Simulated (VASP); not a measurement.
Write the native input for VASP 6.6.1 that does the following.

- Task: single point
- Functional: PBE
- Potentials or basis: VASP PAW PBE potentials, release 64 (Hf_pv, O)
- Cutoff: 520 eV
- k mesh: 4 × 5 × 4
- Occupations: fermi-dirac, width 0.05 eV
- Spin: no spin polarisation
- Dipole correction: no
- Further INCAR settings: ALGO = Normal; EDIFF = 1e-06; NBANDS = 56

The structure of HfO2 lies in POSCAR:

```
HfO2
1.0
    5.4282418944      0.0000000000      0.0000000000
    0.0000000000      5.0047636900      0.0000000000
    0.0000000000      0.0000000000      5.0326850500
Hf O
4 8
Direct
    0.9655911213      0.7333385664      0.7395407630
    0.5344088787      0.7333385664      0.2395407630
    0.4655911213      0.2666614336      0.7395407630
    0.0344088787      0.2666614336      0.2395407630
    0.6336560178      0.9323448428      0.8804253670
    0.8663439822      0.9323448428      0.3804253670
    0.2240796733      0.5369844297      0.4930338700
    0.2759203267      0.5369844297      0.9930338700
    0.7759203267      0.4630155703      0.9930338700
    0.7240796733      0.4630155703      0.4930338700
    0.1336560178      0.0676551572      0.8804253670
    0.3663439822      0.0676551572      0.3804253670
```

The input as run:

INCAR

```
PREC = Accurate
ENCUT = 520
EDIFF = 1E-6
ISMEAR = -1
SIGMA = 0.05
LREAL = F
LASPH = T
NELM = 80
ALGO = Normal
ISIF = 2
LWAVE = F
LCHARG = F
GGA = PE
NBANDS = 56
```

KPOINTS

```
Automatic mesh
0
Gamma
  4 5 4
```

Potentials or basis: VASP PAW PBE potentials, release 64 (Hf_pv, O).

Launch:

```bash
$ cat potpaw_PBE.64/Hf_pv/POTCAR potpaw_PBE.64/O/POTCAR > POTCAR
$ mpirun -np 1 vasp_std > vasp.out
```

It gave:

The pressure is -2.1 GPa, the largest force is 0.070 eV/Å and the band gap on the k mesh is 4.43 eV (least direct gap 4.57 eV).

Caveat: the stress differs along the axes, from -8 to 1 GPa; spin-orbit coupling is left out, which moves the levels of the heavy elements.

Wall time 4.6 min on 1 thread of Intel Xeon 8259CL, on a shared host, peak memory 0.33 GiB.
